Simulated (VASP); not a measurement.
# La5HgBr3 (P-62m) in VASP: a series of runs

The runs below take La5HgBr3 through single point, with PBE.

All numbers are computed with VASP 6.6.1; they aren't measurements. Logs are shortened: lines on timing, memory, paths and dates and some standing lists are left out, and cuts for length are marked.

## Step 1: The cell of the first run

It takes space group P-62m (No. 189, hexagonal). Conventional cell: a = 7.943 Å, b = 7.943 Å, c = 4.842 Å, α = 90.00°, β = 90.00°, γ = 120.00°. Within 4.0 Å of La (site symmetry m2m) lie 2 Hg at 3.05 Å and 4 La at 3.12 to 3.21 Å and 6 Br at 3.69 to 3.77 Å. La (site symmetry -6) has 3 La at 3.12 Å and 6 Br at 3.42 Å within 4.1 Å. Hg (site symmetry -62m) has 6 La at 3.05 Å and 3 Br at 3.21 Å within 4.0 Å. Within 4.2 Å of Br (site symmetry m2m) lie 1 Hg at 3.21 Å and 10 La at 3.42 to 3.77 Å and 4 Br at 4.19 Å.

The cell was built from a structure type or drawn by symmetry, and may not be a known phase.

## Step 2: Single point, PBE

File INCAR:

```
PREC = Accurate
ENCUT = 520
EDIFF = 1E-6
ISMEAR = 0
SIGMA = 0.1
LREAL = False
LASPH = True
NELM = 60
ALGO = Normal
ISIF = 2
LWAVE = False
LCHARG = False
GGA = PE
NBANDS = 54
```

File KPOINTS:

```
Automatic mesh
0
Gamma
  3 3 4
```

File POSCAR:

```
La5HgBr3
1.0
    7.9428196700      0.0000000000      0.0000000000
   -3.9714098300      6.8786836100      0.0000000000
    0.0000000000      0.0000000000      4.8421524000
La Hg Br
5 1 3
Direct
    0.2329772300      0.0000000000      0.5000000000
    0.0000000000      0.2329772300      0.5000000000
    0.7670227700      0.7670227700      0.5000000000
    0.3333333300      0.6666666700      0.5000000000
    0.6666666700      0.3333333300      0.5000000000
    0.0000000000      0.0000000000      0.0000000000
    0.5964750600      0.0000000000      0.0000000000
    0.0000000000      0.5964750600      0.0000000000
    0.4035249400      0.4035249400      0.0000000000
```

Potentials or basis: VASP PAW PBE potentials, release 64 (La, Hg, Br).

On the command line:

```console
cat potpaw_PBE.64/La/POTCAR potpaw_PBE.64/Hg/POTCAR potpaw_PBE.64/Br/POTCAR > POTCAR
mpirun -np 1 vasp_std > vasp.out
```

OUTCAR:

```text
PREC = Accurate
   ENCUT = 520
   EDIFF = 1E-6
   ISMEAR = 0
   LREAL = False
   LASPH = True
   NELM = 60
   ISIF = 2
   GGA = PE

 ion  position               nearest neighbor table
   1  0.233  0.000  0.500-   6 3.05   6 3.05   4 3.12   5 3.12   2 3.21   3 3.21
   2  0.000  0.233  0.500-   6 3.05   6 3.05   5 3.12   4 3.12   1 3.21   3 3.21
   3  0.767  0.767  0.500-   6 3.05   6 3.05   5 3.12   4 3.12   2 3.21   1 3.21
   4  0.333  0.667  0.500-   1 3.12   2 3.12   3 3.12
   5  0.667  0.333  0.500-   2 3.12   1 3.12   3 3.12
   6  0.000  0.000  0.000-   2 3.05   2 3.05   1 3.05   1 3.05   3 3.05   3 3.05   8 3.21   7 3.21
                             9 3.21
   7  0.596  0.000  0.000-   6 3.21
   8  0.000  0.596  0.000-   6 3.21
   9  0.404  0.404  0.000-   6 3.21

  LATTYP: Found a hexagonal cell.
 ALAT       =     7.9428196700
 C/A-ratio  =     0.6096263797

  Lattice vectors:

 A1 = (   7.9428196700,   0.0000000000,   0.0000000000)
 A2 = (  -3.9714098300,   6.8786836100,   0.0000000000)
 A3 = (   0.0000000000,   0.0000000000,   4.8421524000)

Analysis of symmetry for initial positions (statically):
=====================================================================
 Subroutine PRICEL returns:
 Original cell was already a primitive cell.

 Routine SETGRP: Setting up the symmetry group for a
 hexagonal supercell.

 Subroutine GETGRP returns: Found 12 space group operations
 (whereof 12 operations were pure point group operations)
 out of a pool of 24 trial point group operations.

The static configuration has the point symmetry D_3h.

Analysis of symmetry for dynamics (positions and initial velocities):
=====================================================================
 Subroutine PRICEL returns:
 Original cell was already a primitive cell.

 Routine SETGRP: Setting up the symmetry group for a
 hexagonal supercell.

 Subroutine GETGRP returns: Found 12 space group operations
 (whereof 12 operations were pure point group operations)
 out of a pool of 24 trial point group operations.

The dynamic configuration has the point symmetry D_3h.

 Subroutine INISYM returns: Found 12 space group operations
 (whereof 12 operations are pure point group operations),
 and found     1 'primitive' translations

----------------------------------------------------------------------------------------
[... 96 lines left out ...]
   NFREE  =      0    steps in history (QN), initial steepest desc. (CG)
   ISIF   =      2    stress and relaxation
   ISYM   =      2    0-nonsym 1-usesym 2-fastsym
   POTIM  = 0.5000    time-step for ionic-motion
   TEBEG  =    0.0;   TEEND  =   0.0 temperature during run
   PSTRESS=    0.0 pullay stress
   NELECT =      88.0000    total number of electrons
   NUPDOWN=      -1.0000    fix difference up-down
   EMIN   =  10.00;   EMAX   =-10.00  energy-range for DOS
   EFERMI =   0.00;   METHOD = LEGACY
   ISMEAR =     0;   SIGMA  =   0.10  broadening in eV -4-tet -1-fermi 0-gaus
   EFERMI_NEDOS =   21; number of points for ismear=-14 and -15
   IALGO  =     38    algorithm
   IMIX   =      4    mixing-type and parameters
     AMIX     =   0.40;   BMIX     =  1.00
     AMIX_MAG =   1.60;   BMIX_MAG =  1.00
  volume/ion in A,a.u.               =      29.40       198.37
  Fermi-wavevector in a.u.,A,eV,Ry     =   1.134304  2.143524 17.505883  1.286646
  Thomas-Fermi vector in A             =   2.271008
   LORBIT       =      0    0 simple, 1 ext, 2 COOP (PROOUT), +10 PAW based schemes
   GGA     = PE    functional components
   LHFCALC =     F    Hartree Fock is set to
   AEXX    =    0.0000 exact exchange contribution
   IVDW    =     0    specifies the selected vdW correction
   LEPSILON=     F    determine dielectric tensor
   LRPA    =     F    only Hartree local field effects (RPA)
 non-spin polarized calculation
 Gauss-broadening in eV      SIGMA  =   0.10
  energy-cutoff  :      520.00
  volume of cell :      264.56
 maximum number of plane-waves:      7170
 NGX is ok and might be reduce to    60
   NGX = 29   NGY = 29   NGZ = 19

 number of electron      87.9999993 magnetization

 Free energy of the ion-electron system (eV)
  ---------------------------------------------------
  ext. energy  EPLUGINS =         0.00000000
  ---------------------------------------------------
  free energy    TOTEN  =       -31.33465664 eV

  energy without entropy =      -31.27157598  energy(sigma->0) =      -31.30311631

 E-fermi :   7.8346     XC(G=0):  -9.7966

 val. band max:        7.8170586853   @ k =   0.3333  -0.0000   0.0000
 cond. band min:       7.8368911284   @ k =   0.3333  -0.0000   0.5000
 fundamental gap:      0.0198324430
 Fermi energy:         7.8345536094

 k-point     1 :       0.0000    0.0000    0.0000
  band No.  band energies     occupation
      1     -25.6004      2.00000
      2     -25.4485      2.00000
      3     -24.9965      2.00000
      4     -24.8983      2.00000
      5     -24.8983      2.00000
      6     -10.4127      2.00000
[... 502 lines left out ...]
     53       8.9628      0.00000
     54       8.9728      0.00000

------------------------ aborting loop because EDIFF is reached ----------------------------------------

  FORCE on cell =-STRESS in cart. coord.  units (eV):
  Direction    XX          YY          ZZ          XY          YZ          ZX
  --------------------------------------------------------------------------------------
  -------------------------------------------------------------------------------------
  Total        9.5717914      9.5717914      7.2835733      0.0000000      0.0000000      0.0000000
  in kB       57.9675998     57.9675998     44.1099519      0.0000000      0.0000000      0.0000000
  external PRESSURE =      53.3483838 kB  Pullay stress =       0.0000000 kB

 VOLUME and BASIS-vectors are now :
 -----------------------------------------------------------------------------
  energy-cutoff  :      520.00
  volume of cell :      264.56
      direct lattice vectors                 reciprocal lattice vectors
     7.942819670  0.000000000  0.000000000     0.125899875  0.072688326  0.000000000
    -3.971409830  6.878683610  0.000000000     0.000000000  0.145376653  0.000000000
     0.000000000  0.000000000  4.842152400     0.000000000  0.000000000  0.206519729

 POSITION                                       TOTAL-FORCE (eV/Angst)
 -----------------------------------------------------------------------------------
      1.85050      0.00000      2.42108         0.399962     -0.000000     -0.000000
     -0.92525      1.60258      2.42108        -0.199981      0.346377     -0.000000
      3.04616      5.27611      2.42108        -0.199981     -0.346377     -0.000000
     -0.00000      4.58579      2.42108         0.000000     -0.000000     -0.000000
      3.97141      2.29289      2.42108        -0.000000     -0.000000     -0.000000
      0.00000      0.00000      0.00000        -0.000000     -0.000000     -0.000000
      4.73769      0.00000      0.00000        -0.712998     -0.000000      0.000000
     -2.36885      4.10296      0.00000         0.356499     -0.617475     -0.000000
      1.60256      2.77572      0.00000         0.356499      0.617475     -0.000000
 -----------------------------------------------------------------------------------
    total drift:                               -0.000001     -0.000002      0.000001

  FREE ENERGIE OF THE ION-ELECTRON SYSTEM (eV)
  ---------------------------------------------------
  free  energy   TOTEN  =       -31.3346566388 eV

  energy  without entropy=      -31.2715759752  energy(sigma->0) =      -31.30311631
```

It took 7.6 min on 1 thread of Oxide Virtual Turin-like, shared host; peak memory 0.38 GiB.

Results:

- Free energy: -31.3347 eV
- Pressure: 5.3 GPa
- Largest force: 0.713 eV/Å
- Band gap on the k mesh: zero (bands 44 and 45 overlap by 0.43 eV)

Forces in eV/Å, atoms in the order of the input:
```
La   0.400  0.000  0.000
La  -0.200  0.346  0.000
La  -0.200 -0.346  0.000
La   0.000  0.000  0.000
La   0.000  0.000  0.000
Hg   0.000  0.000  0.000
Br  -0.713  0.000  0.000
Br   0.356 -0.617  0.000
Br   0.356  0.617  0.000
```

Caveat: the cell stands under pressure; spin-orbit coupling is left out, which moves the levels of the heavy elements.

## Step 3: Single point, PBE

This run uses another cell than the first one, of 35.20 Å³/atom.

File INCAR:

```
SYSTEM = La5HgBr3
PREC = Accurate
ENCUT = 520
EDIFF = 1E-6
ISMEAR = 0
SIGMA = 0.1
LREAL = .False.
LASPH = .True.
NELM = 80
ALGO = Normal
ISIF = 2
LWAVE = .False.
LCHARG = .False.
GGA = PE
NBANDS = 54
```

File KPOINTS:

```
Automatic mesh
0
Gamma
  3 3 4
  0 0 0
```

File POSCAR:

```
La5HgBr3
1.0
    8.8522065619     -0.0000000032      0.0000000000
   -4.4261032782      7.6662357638      0.0000000000
    0.0000000000      0.0000000000      4.6683876157
La Hg Br
5 1 3
Direct
    0.2341918451      0.0000000000      0.5000000000
    0.0000000000      0.2341918451      0.5000000000
    0.7658081549      0.7658081549      0.5000000000
    0.3333333333      0.6666666667      0.5000000000
    0.6666666667      0.3333333333      0.5000000000
    0.0000000000      0.0000000000      0.0000000000
    0.4759146413      0.0000000000      0.0000000000
    0.0000000000      0.4759146413      0.0000000000
    0.5240853587      0.5240853587      0.0000000000
```

Potentials or basis: VASP PAW PBE potentials, release 64 (La, Hg, Br).

On the command line:

```console
cat potpaw_PBE.64/La/POTCAR potpaw_PBE.64/Hg/POTCAR potpaw_PBE.64/Br/POTCAR > POTCAR
mpirun -np 1 vasp_std > vasp.out
```

It took 9.8 min on 1 thread of Oxide Virtual Turin-like, shared host; peak memory 0.47 GiB.

The run converged. Its results:

```
Free energy            : -33.5833 eV
Pressure               : 0.1 GPa
Largest force          : 0.017 eV/Å
Band gap on the k mesh : zero (bands 44 and 45 overlap by 0.32 eV)
```

Forces in eV/Å, atoms in the order of the input:
```
La  -0.017  0.000  0.000
La   0.008 -0.015  0.000
La   0.008  0.015  0.000
La   0.000  0.000  0.000
La   0.000  0.000  0.000
Hg   0.000  0.000  0.000
Br  -0.007  0.000  0.000
Br   0.004 -0.006  0.000
Br   0.004  0.006  0.000
```

Stress tensor (GPa, compression positive):
```
0.15 0.00 0.00
0.00 0.15 0.00
0.00 0.00 0.03
```

Levels at points of the mesh, in eV from the Fermi level:
| k point | band 42 | band 43 | band 44 | band 45 | band 46 | band 47 |
| --- | --- | --- | --- | --- | --- | --- |
| (0.00, 0.00, 0.00) | -0.66 | -0.09 | 0.20 | 0.24 | 0.31 | 0.31 |
| (0.00, 0.00, 0.50) | -0.53 | -0.53 | -0.43 | 0.16 | 0.66 | 0.66 |

Caveat: spin-orbit coupling is left out, which moves the levels of the heavy elements.
